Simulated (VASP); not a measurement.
# Ag (Fm-3m) in VASP: a series of runs

Runs on Ag. Level: PBE. Tasks: single point, relaxation of cell and atoms.

Everything below comes from runs of VASP 6.6.1. Logs are shortened: lines on timing, memory, paths and dates and some standing lists are left out, and cuts for length are marked.

## 1. The cell of the first run

The structure is cubic, space group Fm-3m (No. 225). Conventional cell: a = 4.148 Å, b = 4.148 Å, c = 4.148 Å, α = 90.00°, β = 90.00°, γ = 90.00°. Within 3.9 Å of Ag (site symmetry m-3m) lie 12 Ag at 2.93 Å.

## 2. Single point, PBE

Contents of INCAR:

```
PREC     = Accurate       # precision mode
ENCUT    = 520            # plane-wave cutoff, eV
EDIFF    = 1E-7           # SCF threshold, eV
ISMEAR   = 0              # smearing method
SIGMA    = 0.3            # smearing width, eV
LREAL    = False          # projectors in reciprocal space
LASPH    = True           # aspherical terms in the spheres
NELM     = 100            # most SCF steps
ALGO     = Fast           # electronic algorithm
ISIF     = 2              # what is computed and relaxed
LWAVE    = False          # write WAVECAR
LCHARG   = False          # write CHGCAR
GGA      = PE             # functional
NBANDS   = 12             # bands
```

Contents of KPOINTS:

```
Automatic mesh
0
Gamma
  32 32 32
```

Contents of POSCAR:

```
Ag
1.0
    0.0000000000      2.0740816385      2.0740816385
    2.0740816385      0.0000000000      2.0740816385
    2.0740816385      2.0740816385      0.0000000000
Ag
1
Direct
    0.0000000000      0.0000000000      0.0000000000
```

Potentials or basis: VASP PAW PBE potentials, release 64 (Ag).

Launch:

```sh
$ cat potpaw_PBE.64/Ag/POTCAR > POTCAR
$ mpirun -np 1 vasp_std > vasp.out
```

OUTCAR:

```text
PREC = Accurate
   ENCUT = 520
   EDIFF = 1E-7
   ISMEAR = 0
   LREAL = False
   LASPH = True
   NELM = 100
   ISIF = 2
   GGA = PE

 ion  position               nearest neighbor table
   1  0.000  0.000  0.000-

  LATTYP: Found a face centered cubic cell.
 ALAT       =     4.1481632770

  Lattice vectors:

 A1 = (   0.0000000000,   2.0740816385,   2.0740816385)
 A2 = (   2.0740816385,   0.0000000000,   2.0740816385)
 A3 = (   2.0740816385,   2.0740816385,   0.0000000000)

Analysis of symmetry for initial positions (statically):
=====================================================================
 Subroutine PRICEL returns:
 Original cell was already a primitive cell.

 Routine SETGRP: Setting up the symmetry group for a
 face centered cubic supercell.

 Subroutine GETGRP returns: Found 48 space group operations
 (whereof 48 operations were pure point group operations)
 out of a pool of 48 trial point group operations.

The static configuration has the point symmetry O_h .

Analysis of symmetry for dynamics (positions and initial velocities):
=====================================================================
 Subroutine PRICEL returns:
 Original cell was already a primitive cell.

 Routine SETGRP: Setting up the symmetry group for a
 face centered cubic supercell.

 Subroutine GETGRP returns: Found 48 space group operations
 (whereof 48 operations were pure point group operations)
 out of a pool of 48 trial point group operations.

The dynamic configuration has the point symmetry O_h .

 Subroutine INISYM returns: Found 48 space group operations
 (whereof 48 operations are pure point group operations),
 and found     1 'primitive' translations

----------------------------------------------------------------------------------------

                                     Primitive cell

  volume of cell :      17.8446

  direct lattice vectors                    reciprocal lattice vectors
     0.000000000  2.074081639  2.074081639    -0.241070549  0.241070549  0.241070549
     2.074081639  0.000000000  2.074081639     0.241070549 -0.241070549  0.241070549
     2.074081639  2.074081639  0.000000000     0.241070549  0.241070549 -0.241070549

  length of vectors
     2.933194383  2.933194383  2.933194383     0.417546440  0.417546440  0.417546440

  position of ions in fractional coordinates (direct lattice)
     0.000000000  0.000000000  0.000000000

  ion indices of the primitive-cell ions
   primitive index   ion index
                 1           1

----------------------------------------------------------------------------------------

 KPOINTS: Automatic mesh

Automatic generation of k-mesh.
 Grid dimensions read from file:
 generate k-points for:   32   32   32

 Generating k-lattice:

  Cartesian coordinates                     Fractional coordinates (reciprocal lattice)
    -0.007533455  0.007533455  0.007533455     0.031250000  0.000000000  0.000000000
     0.007533455 -0.007533455  0.007533455     0.000000000  0.031250000  0.000000000
     0.007533455  0.007533455 -0.007533455     0.000000000  0.000000000  0.031250000

  Length of vectors
     0.013048326  0.013048326  0.013048326

  Shift w.r.t. Gamma in fractional coordinates (k-lattice)
     0.000000000  0.000000000  0.000000000

 Subroutine IBZKPT returns following result:
 ===========================================

 Found    897 irreducible k-points:

 Following reciprocal coordinates:
            Coordinates               Weight
  0.000000  0.000000  0.000000      1.000000
  0.031250  0.000000  0.000000      8.000000
  0.062500  0.000000  0.000000      8.000000
  0.093750  0.000000  0.000000      8.000000
  0.125000  0.000000  0.000000      8.000000
  0.156250  0.000000  0.000000      8.000000
[... 16 lines left out ...]
  0.187500  0.031250  0.000000     24.000000
  0.218750  0.031250  0.000000     24.000000
 [... further k-points ...]
   k-points           NKPTS =    897   k-points in BZ     NKDIM =    897   number of bands    NBANDS=     12
   number of dos      NEDOS =    301   number of ions     NIONS =      1
   total plane-waves  NPLWV =  13824
   dimension x,y,z NGX =    24 NGY =   24 NGZ =   24
   dimension x,y,z NGXF=    48 NGYF=   48 NGZF=   48
   ions per type =               1
   NGX,Y,Z   is equivalent  to a cutoff of  13.60, 13.60, 13.60 a.u.
   NGXF,Y,Z  is equivalent  to a cutoff of  27.21, 27.21, 27.21 a.u.
 SYSTEM =  unknown system
   PREC   = accura    normal or accurate (medium, high low for compatibility)
   ISTART =      0    job   : 0-new  1-cont  2-samecut
   ICHARG =      2    charge: 1-file 2-atom 10-const
   ISPIN  =      1    spin polarized calculation?
   LNONCOLLINEAR =      F non collinear calculations
   LSORBIT =      F    spin-orbit coupling
   LASPH  =      T    aspherical Exc in radial PAW
   ENCUT  =  520.0 eV  38.22 Ry    6.18 a.u.   5.45  5.45  5.45*2*pi/ulx,y,z
   NELM   =    100;   NELMIN=  2; NELMDL= -5     # of ELM steps
   EDIFF  = 0.1E-06   stopping-criterion for ELM
   LREAL  =      F    real-space projection
   EDIFFG = 0.1E-05   stopping-criterion for IOM
   NSW    =      0    number of steps for IOM
   IBRION =     -1    ionic relax: 0-MD 1-quasi-New 2-CG
   NFREE  =      0    steps in history (QN), initial steepest desc. (CG)
   ISIF   =      2    stress and relaxation
   ISYM   =      2    0-nonsym 1-usesym 2-fastsym
   POTIM  = 0.5000    time-step for ionic-motion
   TEBEG  =    0.0;   TEEND  =   0.0 temperature during run
   PSTRESS=    0.0 pullay stress
   NELECT =      11.0000    total number of electrons
   NUPDOWN=      -1.0000    fix difference up-down
   EMIN   =  10.00;   EMAX   =-10.00  energy-range for DOS
   EFERMI =   0.00;   METHOD = LEGACY
   ISMEAR =     0;   SIGMA  =   0.30  broadening in eV -4-tet -1-fermi 0-gaus
   EFERMI_NEDOS =   21; number of points for ismear=-14 and -15
   IALGO  =     68    algorithm
   IMIX   =      4    mixing-type and parameters
     AMIX     =   0.40;   BMIX     =  1.00
     AMIX_MAG =   1.60;   BMIX_MAG =  1.00
  volume/ion in A,a.u.               =      17.84       120.42
  Fermi-wavevector in a.u.,A,eV,Ry     =   1.393274  2.632906 26.411800  1.941213
  Thomas-Fermi vector in A             =   2.516936
   LORBIT       =      0    0 simple, 1 ext, 2 COOP (PROOUT), +10 PAW based schemes
   GGA     = PE    functional components
   LHFCALC =     F    Hartree Fock is set to
   AEXX    =    0.0000 exact exchange contribution
   IVDW    =     0    specifies the selected vdW correction
   LEPSILON=     F    determine dielectric tensor
   LRPA    =     F    only Hartree local field effects (RPA)
 non-spin polarized calculation
 RMM-DIIS sequential band-by-band and
 Gauss-broadening in eV      SIGMA  =   0.30
  energy-cutoff  :      520.00
  volume of cell :       17.84
 maximum number of plane-waves:       531
 NGX is ok and might be reduce to    24
   NGX = 11   NGY = 11   NGZ = 11

 number of electron      11.0000000 magnetization

 Free energy of the ion-electron system (eV)
  ---------------------------------------------------
  ext. energy  EPLUGINS =         0.00000000
  ---------------------------------------------------
  free energy    TOTEN  =        -2.72390095 eV

  energy without entropy =       -2.71143049  energy(sigma->0) =       -2.71766572

 E-fermi :   7.8513     XC(G=0): -11.9401

 val. band max:        7.8477303772   @ k =  -0.2500   0.2812   0.0312
 cond. band min:       7.8566417777   @ k =  -0.3125   0.2188   0.0000
 fundamental gap:      0.0089114005
 Fermi energy:         7.8513426302

 k-point     1 :       0.0000    0.0000    0.0000
  band No.  band energies     occupation
      1       0.3740      2.00000
      2       3.1658      2.00000
      3       3.1658      2.00000
      4       3.1658      2.00000
      5       4.1189      2.00000
      6       4.1189      2.00000
      7      23.7319      0.00000
      8      27.0408      0.00000
      9      27.0408      0.00000
     10      27.0408      0.00000
     11      31.7403      0.00000
     12      32.5980      0.00000

 k-point     2 :       0.0312    0.0000    0.0000
  band No.  band energies     occupation
      1       0.4037      2.00000
      2       3.1591      2.00000
      3       3.1739      2.00000
      4       3.1739      2.00000
      5       4.1158      2.00000
      6       4.1158      2.00000
      7      23.7373      0.00000
      8      26.7390      0.00000
      9      27.0491      0.00000
     10      27.0491      0.00000
     11      31.8608      0.00000
     12      32.5766      0.00000

 k-point     3 :       0.0625    0.0000    0.0000
  band No.  band energies     occupation
      1       0.4918      2.00000
      2       3.1403      2.00000
      3       3.1973      2.00000
      4       3.1973      2.00000
      5       4.1073      2.00000
      6       4.1073      2.00000
      7      23.7308      0.00000
      8      26.0208      0.00000
      9      27.0717      0.00000
     10      27.0717      0.00000
     11      31.6674      0.00000
     12      32.4867      0.00000
[... 286 lines left out ...]
 k-point    23 :       0.1875    0.0312    0.0000
  band No.  band energies     occupation
      1       1.2479      2.00000
      2       3.0594      2.00000
      3       3.3532      2.00000
      4       3.3538      2.00000
      5       4.0473      2.00000
      6       4.1624      2.00000
      7      21.3963      0.00000
      8      24.4783      0.00000
      9      26.4418      0.00000
     10      27.7576      0.00000
     11      29.7934      0.00000
     12      31.6707      0.00000

 k-point    24 :       0.2187    0.0312    0.0000
  band No.  band energies     occupation
      1       1.4865      2.00000
      2       3.1203      2.00000
      3       3.3722      2.00000
      4       3.3744      2.00000
      5       4.0897      2.00000
      6       4.2083      2.00000
      7      20.2254      0.00000
      8      24.3958      0.00000
      9      26.3066      0.00000
     10      27.8541      0.00000
     11      29.4855      0.00000
     12      31.3550      0.00000

 [... further k-points ...]

------------------------ aborting loop because EDIFF is reached ----------------------------------------

  FORCE on cell =-STRESS in cart. coord.  units (eV):
  Direction    XX          YY          ZZ          XY          YZ          ZX
  --------------------------------------------------------------------------------------
  -------------------------------------------------------------------------------------
  Total       -0.0119680     -0.0119680     -0.0119680      0.0000000      0.0000000     -0.0000000
  in kB       -1.0745467     -1.0745467     -1.0745467      0.0000000      0.0000000     -0.0000000
  external PRESSURE =      -1.0745467 kB  Pullay stress =       0.0000000 kB

 VOLUME and BASIS-vectors are now :
 -----------------------------------------------------------------------------
  energy-cutoff  :      520.00
  volume of cell :       17.84
      direct lattice vectors                 reciprocal lattice vectors
     0.000000000  2.074081639  2.074081639    -0.241070549  0.241070549  0.241070549
     2.074081639  0.000000000  2.074081639     0.241070549 -0.241070549  0.241070549
     2.074081639  2.074081639  0.000000000     0.241070549  0.241070549 -0.241070549

 POSITION                                       TOTAL-FORCE (eV/Angst)
 -----------------------------------------------------------------------------------
      0.00000      0.00000      0.00000         0.000000      0.000000     -0.000000
 -----------------------------------------------------------------------------------
    total drift:                               -0.000000      0.000000      0.000000

  FREE ENERGIE OF THE ION-ELECTRON SYSTEM (eV)
  ---------------------------------------------------
  free  energy   TOTEN  =        -2.7239009504 eV

  energy  without entropy=       -2.7114304888  energy(sigma->0) =       -2.71766572
```

Run time: 7.8 min. Hardware: 1 thread of AMD EPYC 7R43 (Zen 3), shared host; peak memory 0.26 GiB.

What came out:

* Free energy: -2.7239 eV
* Pressure: -0.1 GPa
* Band gap on the k mesh: zero (an odd number of electrons rules out a gap without spin polarisation)

Levels at points of the mesh, in eV from the Fermi level:
| k point | band 3 | band 4 | band 5 | band 6 | band 7 | band 8 | band 9 | band 10 |
| --- | --- | --- | --- | --- | --- | --- | --- | --- |
| (0.00, 0.00, 0.00) | -4.69 | -4.69 | -3.73 | -3.73 | 15.88 | 19.19 | 19.19 | 19.19 |
| (0.50, 0.00, 0.00) | -4.70 | -3.00 | -3.00 | -0.31 | 3.32 | 15.11 | 17.36 | 17.36 |
| (0.50, 0.50, 0.00) | -3.03 | -2.81 | -2.81 | 1.61 | 6.36 | 10.40 | 10.40 | 16.61 |

Caveat: so wide a smearing shifts energies and pressures.

## 3. Relaxation of cell and atoms, PBE

Contents of INCAR:

```
PREC = Accurate
ENCUT = 600
EDIFF = 1E-6
ISMEAR = 0
SIGMA = 0.3
LREAL = False
LASPH = True
NELM = 80
ALGO = Fast
ISIF = 3
LWAVE = False
LCHARG = False
GGA = PE
IBRION = 2
NSW = 80
EDIFFG = -0.003
```

KPOINTS is that of step 2.

Contents of POSCAR:

```
Ag
1.0
    0.0000000000      2.0750000000      2.0750000000
    2.0750000000      0.0000000000      2.0750000000
    2.0750000000      2.0750000000      0.0000000000
Ag
1
Direct
    0.0000000000      0.0000000000      0.0000000000
```

Potentials or basis: VASP PAW PBE potentials, release 64 (Ag).

Launch:

```sh
$ cat potpaw_PBE.64/Ag/POTCAR > POTCAR
$ mpirun -np 1 vasp_std > vasp.out
```

OUTCAR:

```text
PREC = Accurate
   ENCUT = 600
   EDIFF = 1E-6
   ISMEAR = 0
   LREAL = False
   LASPH = True
   NELM = 80
   ISIF = 3
   GGA = PE
   IBRION = 2
   NSW = 80
   EDIFFG = -0.003

 ion  position               nearest neighbor table
   1  0.000  0.000  0.000-

  LATTYP: Found a face centered cubic cell.
 ALAT       =     4.1500000000

  Lattice vectors:

 A1 = (   0.0000000000,   2.0750000000,   2.0750000000)
 A2 = (   2.0750000000,   0.0000000000,   2.0750000000)
 A3 = (   2.0750000000,   2.0750000000,   0.0000000000)

Analysis of symmetry for initial positions (statically):
=====================================================================
 Subroutine PRICEL returns:
 Original cell was already a primitive cell.

[... 254 lines left out ...]
 Fermi energy:         7.8719593471

 k-point     1 :       0.0000    0.0000    0.0000
  band No.  band energies     occupation
      1       0.3836      2.00000
      2       3.1808      2.00000
      3       3.1808      2.00000
      4       3.1808      2.00000
      5       4.1366      2.00000
      6       4.1366      2.00000
      7      23.7560      0.00000
      8      27.0745      0.00000
      9      27.0745      0.00000
[... 265 lines left out ...]
 k-point    24 :       0.2188    0.0312    0.0000
  band No.  band energies     occupation
      1       1.4973      2.00000
      2       3.1347      2.00000
      3       3.3877      2.00000
      4       3.3899      2.00000
      5       4.1071      2.00000
      6       4.2260      2.00000
      7      20.2583      0.00000
      8      24.4227      0.00000
      9      26.3457      0.00000

 [... further k-points ...]

------------------------ aborting loop because EDIFF is reached ----------------------------------------

  FORCE on cell =-STRESS in cart. coord.  units (eV):
  Direction    XX          YY          ZZ          XY          YZ          ZX
  --------------------------------------------------------------------------------------
  -------------------------------------------------------------------------------------
  Total       -0.0005898     -0.0005898     -0.0005898      0.0000000      0.0000000     -0.0000000
  in kB       -0.0530359     -0.0530359     -0.0530359      0.0000000      0.0000000     -0.0000000
  external PRESSURE =      -0.0530359 kB  Pullay stress =       0.0000000 kB
[... 16 lines left out ...]
  FREE ENERGIE OF THE ION-ELECTRON SYSTEM (eV)
  ---------------------------------------------------
  free  energy   TOTEN  =        -2.7236645863 eV

  energy  without entropy=       -2.7112087491  energy(sigma->0) =       -2.71743667

 reached required accuracy - stopping structural energy minimisation
```

OSZICAR:

```text
N       E                     dE             d eps       ncg     rms          rms(c)
DAV:   1     0.498525747825E+02    0.49853E+02   -0.62256E+03 16338   0.124E+03
DAV:   2    -0.253002265121E+01   -0.52383E+02   -0.50087E+02 16551   0.219E+02
DAV:   3    -0.296408812290E+01   -0.43407E+00   -0.43386E+00 18798   0.247E+01
DAV:   4    -0.296505350522E+01   -0.96538E-03   -0.96536E-03 18333   0.108E+00
[... 13 lines left out ...]
RMM:   5    -0.272366338274E+01    0.35046E-06   -0.15228E-06 11580   0.134E-02
   2 F= -.27236634E+01 E0= -.27174368E+01  d E =-.391474E-04
       N       E                     dE             d eps       ncg     rms          rms(c)
DAV:   1    -0.272367816177E+01   -0.14429E-04   -0.25361E-04 17636   0.196E-01    0.242E-02
RMM:   2    -0.272366517261E+01    0.12989E-04   -0.29463E-05 16144   0.622E-02    0.773E-03
RMM:   3    -0.272366458627E+01    0.58634E-06   -0.56740E-07  8421   0.102E-02
   3 F= -.27236646E+01 E0= -.27174367E+01  d E =-.403510E-04
```

CONTCAR:

```text
Ag
   1.00000000000000
     0.0000000000000000    2.0730009200842430    2.0730009200842430
     2.0730009200842430    0.0000000000000000    2.0730009200842430
     2.0730009200842430    2.0730009200842430    0.0000000000000000
  Ag
     1
Direct
     0.0000000000000000    0.0000000000000000    0.0000000000000000

  0.00000000E+00  0.00000000E+00  0.00000000E+00
```

It took 7.8 min on 1 thread of AMD EPYC 7R43 (Zen 3), shared host; peak memory 0.27 GiB.

Results:

```
Free energy                           : -2.7237 eV
Relaxed volume                        : 17.82 Å³/atom
Relaxed cell                          : a = 2.932 Å, b = 2.932 Å, c = 2.932 Å, α = 60.00°, β = 60.00°, γ = 60.00°
Space group after relaxing (to 0.1 Å) : Fm-3m (No. 225)
Energy gained by relaxing             : 0.0 meV/atom
Ionic steps                           : 3
Pressure after relaxing               : 0.0 GPa
Band gap on the k mesh                : zero (an odd number of electrons rules out a gap without spin polarisation)
```

Final structure:
```xyz
1
Lattice="0.0000 2.0730 2.0730 2.0730 0.0000 2.0730 2.0730 2.0730 0.0000" Properties=species:S:1:pos:R:3 pbc="T T T"
Ag    0.0000    0.0000    0.0000
```

Levels at points of the mesh, in eV from the Fermi level:
| k point | band 3 | band 4 | band 5 | band 6 | band 7 | band 8 | band 9 |
| --- | --- | --- | --- | --- | --- | --- | --- |
| (0.00, 0.00, 0.00) | -4.69 | -4.69 | -3.74 | -3.74 | 15.88 | 19.20 | 19.20 |
| (0.50, 0.00, 0.00) | -4.71 | -3.00 | -3.00 | -0.32 | 3.33 | 15.11 | 17.38 |
| (0.50, 0.50, 0.00) | -3.03 | -2.81 | -2.81 | 1.61 | 6.37 | 10.41 | 10.41 |

Caveat: so wide a smearing shifts energies and pressures.
